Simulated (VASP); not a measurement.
# Cu (P6_3/mmc) in VASP: notebook

Cu is run at these levels: PBE; tasks: single point.

Program: VASP 6.6.1. These are calculated values, not measurements. Logs are shortened: lines on timing, memory, paths and dates and some standing lists are left out, and cuts for length are marked.

### 1 The cell of the first run

Symmetry: P6_3/mmc, No. 194, hexagonal system. Conventional cell: a = 2.581 Å, b = 2.581 Å, c = 4.269 Å, α = 90.00°, β = 90.00°, γ = 120.00°. Cu (site symmetry -6m2) has 12 Cu at 2.58 to 2.60 Å within 3.4 Å.

### 2 Single point, PBE

Input file INCAR:

```
SYSTEM = Cu
PREC = Accurate
ENCUT = 520
EDIFF = 1E-6
ISMEAR = -1
SIGMA = 0.05
LREAL = .FALSE.
LASPH = .TRUE.
NELM = 60
ALGO = Normal
ISIF = 2
LWAVE = .FALSE.
LCHARG = .FALSE.
GGA = PE
NBANDS = 18
```

Input file KPOINTS:

```
regular mesh
0
G
  17 17 9
  0 0 0
```

Input file POSCAR:

```
Cu
1.0
    2.5806796364      0.0000000000      0.0000000000
   -1.2903398182      2.2349341241      0.0000000000
    0.0000000000      0.0000000000      4.2694876080
Cu
2
Direct
    0.3333333333      0.6666666667      0.2500000000
    0.6666666667      0.3333333333      0.7500000000
```

Potentials or basis: VASP PAW PBE potentials, release 64 (Cu).

The run is started by

```bash
$ cat potpaw_PBE.64/Cu/POTCAR > POTCAR
$ mpirun -np 1 vasp_std > vasp.out
```

OUTCAR:

```text
SYSTEM = Cu
   PREC = Accurate
   ENCUT = 520
   EDIFF = 1E-6
   ISMEAR = -1
   LREAL = .FALSE.
   LASPH = .TRUE.
   NELM = 60
   ISIF = 2
   GGA = PE

 ion  position               nearest neighbor table
   1  0.333  0.667  0.250-   2 2.60   2 2.60   2 2.60   2 2.60   2 2.60   2 2.60
   2  0.667  0.333  0.750-   1 2.60   1 2.60   1 2.60   1 2.60   1 2.60   1 2.60

  LATTYP: Found a hexagonal cell.
 ALAT       =     2.5806796364
 C/A-ratio  =     1.6544043467

  Lattice vectors:

 A1 = (   2.5806796364,   0.0000000000,   0.0000000000)
 A2 = (  -1.2903398182,   2.2349341241,   0.0000000000)
 A3 = (   0.0000000000,   0.0000000000,   4.2694876080)

Analysis of symmetry for initial positions (statically):
=====================================================================
 Subroutine PRICEL returns:
 Original cell was already a primitive cell.

 Routine SETGRP: Setting up the symmetry group for a
 hexagonal supercell.

 Subroutine GETGRP returns: Found 24 space group operations
 (whereof 12 operations were pure point group operations)
 out of a pool of 24 trial point group operations.

The static configuration has the point symmetry D_3d.
 The point group associated with its full space group is D_6h.

Analysis of symmetry for dynamics (positions and initial velocities):
=====================================================================
 Subroutine PRICEL returns:
 Original cell was already a primitive cell.

 Routine SETGRP: Setting up the symmetry group for a
 hexagonal supercell.

 Subroutine GETGRP returns: Found 24 space group operations
 (whereof 12 operations were pure point group operations)
 out of a pool of 24 trial point group operations.

The dynamic configuration has the point symmetry D_3d.
 The point group associated with its full space group is D_6h.

 Subroutine INISYM returns: Found 24 space group operations
 (whereof 12 operations are pure point group operations),
 and found     1 'primitive' translations

----------------------------------------------------------------------------------------

                                     Primitive cell

  volume of cell :      24.6249

  direct lattice vectors                    reciprocal lattice vectors
     2.580679636  0.000000000  0.000000000     0.387494823  0.223720241  0.000000000
    -1.290339818  2.234934124  0.000000000     0.000000000  0.447440481  0.000000000
     0.000000000  0.000000000  4.269487608     0.000000000  0.000000000  0.234220143

  length of vectors
     2.580679636  2.580679636  4.269487608     0.447440481  0.447440481  0.234220143

  position of ions in fractional coordinates (direct lattice)
     0.333333333  0.666666667  0.250000000
     0.666666667  0.333333333  0.750000000

  ion indices of the primitive-cell ions
   primitive index   ion index
                 1           1
                 2           2

----------------------------------------------------------------------------------------

 KPOINTS: regular mesh

Automatic generation of k-mesh.
 Grid dimensions read from file:
 generate k-points for:   17   17    9

 Generating k-lattice:

  Cartesian coordinates                     Fractional coordinates (reciprocal lattice)
     0.022793813  0.013160014  0.000000000     0.058823529  0.000000000  0.000000000
     0.000000000  0.026320028  0.000000000     0.000000000  0.058823529  0.000000000
     0.000000000  0.000000000  0.026024460     0.000000000  0.000000000  0.111111111

  Length of vectors
     0.026320028  0.026320028  0.026024460

  Shift w.r.t. Gamma in fractional coordinates (k-lattice)
     0.000000000  0.000000000  0.000000000

 Subroutine IBZKPT returns following result:
 ===========================================

 Found    165 irreducible k-points:

 Following reciprocal coordinates:
            Coordinates               Weight
  0.000000  0.000000  0.000000      1.000000
  0.058824  0.000000  0.000000      6.000000
  0.117647  0.000000  0.000000      6.000000
  0.176471 -0.000000  0.000000      6.000000
  0.235294  0.000000  0.000000      6.000000
  0.294118  0.000000  0.000000      6.000000
[... 16 lines left out ...]
  0.411765  0.117647  0.000000     12.000000
  0.176471  0.176471  0.000000      6.000000
 [... further k-points ...]
   k-points           NKPTS =    165   k-points in BZ     NKDIM =    165   number of bands    NBANDS=     18
   number of dos      NEDOS =    301   number of ions     NIONS =      2
   total plane-waves  NPLWV =  12800
   dimension x,y,z NGX =    20 NGY =   20 NGZ =   32
   dimension x,y,z NGXF=    40 NGYF=   40 NGZF=   64
   ions per type =               2
   NGX,Y,Z   is equivalent  to a cutoff of  12.88, 12.88, 12.46 a.u.
   NGXF,Y,Z  is equivalent  to a cutoff of  25.77, 25.77, 24.92 a.u.
 SYSTEM =  Cu
   PREC   = accura    normal or accurate (medium, high low for compatibility)
   ISTART =      0    job   : 0-new  1-cont  2-samecut
   ICHARG =      2    charge: 1-file 2-atom 10-const
   ISPIN  =      1    spin polarized calculation?
   LNONCOLLINEAR =      F non collinear calculations
   LSORBIT =      F    spin-orbit coupling
   LASPH  =      T    aspherical Exc in radial PAW
   ENCUT  =  520.0 eV  38.22 Ry    6.18 a.u.   4.80  4.80  7.94*2*pi/ulx,y,z
   NELM   =     60;   NELMIN=  2; NELMDL= -5     # of ELM steps
   EDIFF  = 0.1E-05   stopping-criterion for ELM
   LREAL  =      F    real-space projection
   EDIFFG = 0.1E-04   stopping-criterion for IOM
   NSW    =      0    number of steps for IOM
   IBRION =     -1    ionic relax: 0-MD 1-quasi-New 2-CG
   NFREE  =      0    steps in history (QN), initial steepest desc. (CG)
   ISIF   =      2    stress and relaxation
   ISYM   =      2    0-nonsym 1-usesym 2-fastsym
   POTIM  = 0.5000    time-step for ionic-motion
   TEBEG  =    0.0;   TEEND  =   0.0 temperature during run
   PSTRESS=    0.0 pullay stress
   NELECT =      22.0000    total number of electrons
   NUPDOWN=      -1.0000    fix difference up-down
   EMIN   =  10.00;   EMAX   =-10.00  energy-range for DOS
   EFERMI =   0.00;   METHOD = LEGACY
   ISMEAR =    -1;   SIGMA  =   0.05  broadening in eV -4-tet -1-fermi 0-gaus
   EFERMI_NEDOS =   21; number of points for ismear=-14 and -15
   IALGO  =     38    algorithm
   IMIX   =      4    mixing-type and parameters
     AMIX     =   0.40;   BMIX     =  1.00
     AMIX_MAG =   1.60;   BMIX_MAG =  1.00
  volume/ion in A,a.u.               =      12.31        83.09
  Fermi-wavevector in a.u.,A,eV,Ry     =   1.576731  2.979589 33.825169  2.486080
  Thomas-Fermi vector in A             =   2.677520
   LORBIT       =      0    0 simple, 1 ext, 2 COOP (PROOUT), +10 PAW based schemes
   GGA     = PE    functional components
   LHFCALC =     F    Hartree Fock is set to
   AEXX    =    0.0000 exact exchange contribution
   IVDW    =     0    specifies the selected vdW correction
   LEPSILON=     F    determine dielectric tensor
   LRPA    =     F    only Hartree local field effects (RPA)
 non-spin polarized calculation
  energy-cutoff  :      520.00
  volume of cell :       24.62
 maximum number of plane-waves:       682
 NGX is ok and might be reduce to    20
   NGX =  9   NGY =  9   NGZ = 15

 number of electron      22.0000027 magnetization

 Free energy of the ion-electron system (eV)
  ---------------------------------------------------
  ext. energy  EPLUGINS =         0.00000000
  ---------------------------------------------------
  free energy    TOTEN  =        -7.43658179 eV

  energy without entropy =       -7.43100913  energy(sigma->0) =       -7.43379546

 E-fermi :   7.1108     XC(G=0): -12.4855

 val. band max:        7.1014888245   @ k =   0.1765   0.1765   0.3333
 cond. band min:       7.1208522240   @ k =   0.2353   0.2353   0.4444
 fundamental gap:      0.0193633995
 Fermi energy:         7.1107788502

 k-point     1 :       0.0000    0.0000    0.0000
  band No.  band energies     occupation
      1      -1.9583      2.00000
      2       2.2015      2.00000
      3       4.1333      2.00000
      4       4.2264      2.00000
      5       4.2264      2.00000
      6       4.4103      2.00000
[... 10 lines left out ...]
     17      30.1424      0.00000
     18      30.1638      0.00000

 k-point     2 :       0.0588    0.0000    0.0000
  band No.  band energies     occupation
      1      -1.8485      2.00000
      2       2.2664      2.00000
      3       4.0859      2.00000
      4       4.2649      2.00000
      5       4.2651      2.00000
      6       4.3904      2.00000
[... 10 lines left out ...]
     17      30.3132      0.00000
     18      31.0066      0.00000

 k-point     3 :       0.1176    0.0000    0.0000
  band No.  band energies     occupation
      1      -1.5223      2.00000
      2       2.4472      2.00000
      3       3.9857      2.00000
      4       4.3010      2.00000
      5       4.3778      2.00000
      6       4.3840      2.00000
[... 10 lines left out ...]
     17      30.3608      0.00000
     18      30.9492      0.00000

 k-point     4 :       0.1765   -0.0000    0.0000
  band No.  band energies     occupation
      1      -0.9913      2.00000
      2       2.6966      2.00000
      3       3.8685      2.00000
      4       3.9889      2.00000
      5       4.2294      2.00000
      6       4.5119      2.00000
[... 375 lines left out ...]
      4       3.8253      2.00000
      5       4.1231      2.00000
      6       4.3014      2.00000
[... 10 lines left out ...]
     17      19.6488      0.00000
     18      25.4140      0.00000

 k-point    23 :       0.4118    0.1176    0.0000
  band No.  band energies     occupation
      1       2.6232      2.00000
      2       2.8817      2.00000
      3       3.0182      2.00000
      4       3.9792      2.00000
      5       4.1328      2.00000
      6       4.2258      2.00000
[... 10 lines left out ...]
     17      18.1755      0.00000
     18      25.2141      0.00000

 k-point    24 :       0.1765    0.1765    0.0000
  band No.  band energies     occupation
      1       0.7626      2.00000
      2       3.2211      2.00000
      3       3.3772      2.00000
      4       3.5123      2.00000
      5       4.1745      2.00000
      6       4.2066      2.00000
[... 10 lines left out ...]
     17      24.9491      0.00000
     18      25.3210      0.00000

 [... further k-points ...]
[... 5 lines left out ...]
  --------------------------------------------------------------------------------------
  -------------------------------------------------------------------------------------
  Total       -0.4546891     -0.4546891     -0.4593713      0.0000000     -0.0000000      0.0000000
  in kB      -29.5835677    -29.5835677    -29.8882077      0.0000000     -0.0000000      0.0000000
  external PRESSURE =     -29.6851144 kB  Pullay stress =       0.0000000 kB

 VOLUME and BASIS-vectors are now :
 -----------------------------------------------------------------------------
  energy-cutoff  :      520.00
  volume of cell :       24.62
      direct lattice vectors                 reciprocal lattice vectors
     2.580679636  0.000000000  0.000000000     0.387494823  0.223720241  0.000000000
    -1.290339818  2.234934124  0.000000000     0.000000000  0.447440481  0.000000000
     0.000000000  0.000000000  4.269487608     0.000000000  0.000000000  0.234220143

 POSITION                                       TOTAL-FORCE (eV/Angst)
 -----------------------------------------------------------------------------------
     -0.00000      1.48996      1.06737        -0.000000      0.000000      0.000000
      1.29034      0.74498      3.20212         0.000000     -0.000000      0.000000
 -----------------------------------------------------------------------------------
    total drift:                               -0.000000      0.000000     -0.000000

  FREE ENERGIE OF THE ION-ELECTRON SYSTEM (eV)
  ---------------------------------------------------
  free  energy   TOTEN  =        -7.4365817944 eV

  energy  without entropy=       -7.4310091342  energy(sigma->0) =       -7.43379546
```

It took 48 s on 1 thread of Intel Xeon Platinum 8375C at 2.90GHz (Ice Lake), shared host; peak memory 0.18 GiB.

Results:

```
Free energy            : -7.4366 eV
Pressure               : -3.0 GPa
Band gap on the k mesh : zero (band 11 reaches 10.71 eV, above the bottom of band 12 at 5.23 eV)
```

### 3 Single point, PBE

INCAR is that of step 2.

KPOINTS is that of step 2.

Input file POSCAR:

```
Cu
1.0
    2.5806796364      0.0000000000      0.0000000000
   -1.2903398182      2.2349341242      0.0000000000
    0.0000000000      0.0000000000      4.2694876075
Cu
2
Direct
    0.3333333333      0.6666666667      0.2500000000
    0.6666666667      0.3333333333      0.7500000000
```

Potentials or basis: VASP PAW PBE potentials, release 64 (Cu).

The run is started by

```bash
$ cat potpaw_PBE.64/Cu/POTCAR > POTCAR
$ mpirun -np 1 vasp_std > vasp.out
```

Run time: 21 s. Hardware: 1 thread of Intel Xeon 6975P-C (Granite Rapids), shared host; peak memory 0.18 GiB.

The run converged. Its results:

| Item | Value |
| --- | --- |
| Free energy | -7.4366 eV |
| Pressure | -3.0 GPa |
| Band gap on the k mesh | zero (band 11 reaches 10.71 eV, above the bottom of band 12 at 5.23 eV) |

Levels at points of the mesh, in eV from the Fermi level:
```
           k point  band 9  band 10  band 11  band 12  band 13  band 14
(0.00, 0.00, 0.00)   -2.39    -1.72    -1.72    -1.02     3.35    21.16
```

### 4 Single point, PBE

Input file INCAR:

```
PREC = Accurate
ENCUT = 520
EDIFF = 1E-7
ISMEAR = -1
SIGMA = 0.05
LREAL = F
LASPH = T
NELM = 80
ALGO = Normal
ISIF = 2
LWAVE = F
LCHARG = F
GGA = PE
NBANDS = 18
```

Input file KPOINTS:

```
Automatic mesh
0
Gamma
  17 17 9
```

Input file POSCAR:

```
Cu
1.0
    2.5806459609      0.0000000000      0.0000000000
   -1.2903229805      2.2349049603      0.0000000000
    0.0000000000      0.0000000000      4.2691885638
Cu
2
Direct
    0.3333333333      0.6666666667      0.2500000000
    0.6666666667      0.3333333333      0.7500000000
```

The run is started by

```bash
$ cat potpaw_PBE.64/Cu/POTCAR > POTCAR
$ mpirun -np 1 vasp_std > vasp.out
```

Wall time 23 s (1 thread of Intel Xeon 6975P-C (Granite Rapids), shared host); peak memory 0.17 GiB.

Results (log left out):

```yaml
Free_energy: -7.4366 eV
Pressure: -3.1 GPa
Band_gap_on_the_k_mesh: zero (band 11 reaches 10.71 eV, above the bottom of band 12 at 5.23 eV)
```

Levels at points of the mesh, in eV from the Fermi level:
```tsv
k point	band 8	band 9	band 10	band 11	band 12	band 13	band 14	band 15
(0.00, 0.00, 0.00)	-2.39	-2.39	-1.72	-1.72	-1.02	3.35	21.16	21.36
```
